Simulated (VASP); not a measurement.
Ga3SbP2, 6 atoms in the cell. Symmetry: P3m1, No. 156, trigonal system. Conventional cell: a = 4.059 Å, b = 4.059 Å, c = 9.983 Å, α = 90.00°, β = 90.00°, γ = 120.00°. Within 3.1 Å of P (site symmetry 3m) lie 4 Ga at 2.37 to 2.46 Å. P (site symmetry 3m) has 4 Ga at 2.40 to 2.46 Å within 3.2 Å. Within 3.4 Å of Sb (site symmetry 3m) lie 4 Ga at 2.58 to 2.68 Å. Within 3.2 Å of Ga (site symmetry 3m) lie 4 P at 2.40 to 2.46 Å. Ga (site symmetry 3m) has 3 P at 2.46 Å and 1 Sb at 2.68 Å within 3.2 Å. Ga (site symmetry 3m) has 1 P at 2.37 Å and 3 Sb at 2.58 Å within 3.1 Å. 

- Program: VASP 6.6.1
- Task: single point
- Functional: PBE
- Potentials or basis: VASP PAW PBE potentials, release 64 (P, Sb, Ga_d)
- Cutoff: 520 eV
- k mesh: 12 × 12 × 4
- Occupations: fermi-dirac, width 0.02 eV
- Spin: no spin polarisation
- Dipole correction: no
- Further INCAR settings: ALGO = Normal; EDIFF = 1e-06; NBANDS = 36

Potentials or basis: VASP PAW PBE potentials, release 64 (P, Sb, Ga_d).

The run is started by

```sh
$ cat potpaw_PBE.64/P/POTCAR potpaw_PBE.64/Sb/POTCAR potpaw_PBE.64/Ga_d/POTCAR > POTCAR
$ mpirun -np 1 vasp_std > vasp.out
```

Hardware: 1 thread of Intel(R) Xeon(R) 6975P-C (Granite Rapids), on a shared host.

How long does it take, and how much memory?

Wall time 3 min on 1 thread of Intel(R) Xeon(R) 6975P-C (Granite Rapids), with other jobs on the host, peak memory 0.46 GiB. Counts: scf iterations 15, k points 69.
